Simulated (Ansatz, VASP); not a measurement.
## Ge in VASP and in Ansatz

INCAR

```
SYSTEM = Ge
PREC = Accurate
ENCUT = 520
EDIFF = 1E-7
ISMEAR = 0
SIGMA = 0.15
LREAL = .False.
LASPH = .True.
NELM = 60
ALGO = Fast
ISIF = 2
LWAVE = .False.
LCHARG = .False.
GGA = PS
NBANDS = 21
```

Contents of KPOINTS:

```
regular mesh
0
Gamma
  26 26 26
  0 0 0
```

The input POSCAR:

```
Ge
1.0
   -2.6360198437      2.6343219704      1.3212728648
    2.6360198437     -2.6343219704      1.3212728648
    2.6360198437      2.6343219704     -1.3212728648
Ge
2
Direct
    0.1246462076      0.8746462076      0.2500000000
    0.8753537924      0.1253537924      0.7500000000
```

Input for Ansatz:

```yaml
crystal:
  lattice:
    - [-2.6360198437, 2.6343219704, 1.3212728648]
    - [2.6360198437, -2.6343219704, 1.3212728648]
    - [2.6360198437, 2.6343219704, -1.3212728648]
  atoms:
    - { symbol: Ge, position: [0.1246462076, 0.8746462076, 0.25] }
    - { symbol: Ge, position: [0.8753537924, 0.1253537924, 0.75] }
basis:
  ecutwfc: 420
kpoints:
  mp_grid: { grid: [26, 26, 26] }
hamiltonian:
  xc: pbesol
scf:
  occupations: { method: gaussian, width: 0.15 }
output:
  forces: true
  stress: true
  eigenvalues: true
```

Alike in both runs: task single point; functional PBEsol; k mesh 26 × 26 × 26; occupations gaussian, width 0.15 eV; no spin polarisation.

|  | VASP | Ansatz |
| --- | --- | --- |
| version | VASP 6.6.1 | Ansatz 0.2.0 |
| potentials or method | VASP PAW PBE potentials, release 64 (Ge_d), cutoff 520 eV | scalar-relativistic, plane waves, PAW |
| valence electrons in the cell | 28 | 28 |

VASP gave:

| Property | Result |
| --- | --- |
| gap on the k mesh at the Fermi level (eV) | none |
| pressure (GPa) | 0.7 |
| traceless stress, the component that is largest in VASP (GPa) | 5.76 |

Task: Estimate Ansatz's values.

Result: gap on the k mesh at the Fermi level (eV): none; pressure (GPa): 0.6; traceless stress, the component that is largest in VASP (GPa): 5.75.

VASP's potentials were made for PBE, not for PBEsol. A gap of «none» marks a metal or a gap that the smearing closes.
